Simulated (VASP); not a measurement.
A run of VASP 6.6.1:

Contents of POSCAR:

```
BiB
1.0
    0.0000000000      2.7448744688      2.7448744688
    2.7448744688      0.0000000000      2.7448744688
    2.7448744688      2.7448744688      0.0000000000
B Bi
1 1
Direct
    0.0000000000      0.0000000000      0.0000000000
    0.2500000000      0.2500000000      0.2500000000
```

INCAR.step1

```
PREC = Accurate
ENCUT = 520
EDIFF = 1E-5
ISMEAR = 0
SIGMA = 0.01
LREAL = F
LASPH = T
NELM = 80
ALGO = Normal
ISIF = 2
LWAVE = T
LCHARG = F
NBANDS = 16
GGA = PE
```

The input INCAR.step2:

```
PREC = Accurate
ENCUT = 520
EDIFF = 1E-6
ISMEAR = 0
SIGMA = 0.01
LREAL = F
LASPH = T
NELM = 80
ALGO = Normal
ISIF = 2
LWAVE = F
LCHARG = F
GGA = PE
LHFCALC = T
AEXX = 0.35
PRECFOCK = Normal
NBANDS = 16
ISTART = 1
```

File KPOINTS:

```
Automatic mesh
0
Gamma
  4 4 4
```

Potentials or basis: VASP PAW PBE potentials, release 64 (B, Bi_d).

Run with:

```bash
$ cat potpaw_PBE.64/B/POTCAR potpaw_PBE.64/Bi_d/POTCAR > POTCAR
$ cp INCAR.step1 INCAR
$ mpirun -np 1 vasp_std > vasp.out
$ cp INCAR.step2 INCAR
$ mpirun -np 1 vasp_std > vasp.out
```

Hardware: 1 thread of Intel Xeon 8259CL (shared host).

Task: Estimate the wall time of this run.

Result: It took 12 min on 1 thread of Intel Xeon 8259CL, on a shared host, peak memory 0.18 GiB. Counts: k points 8.
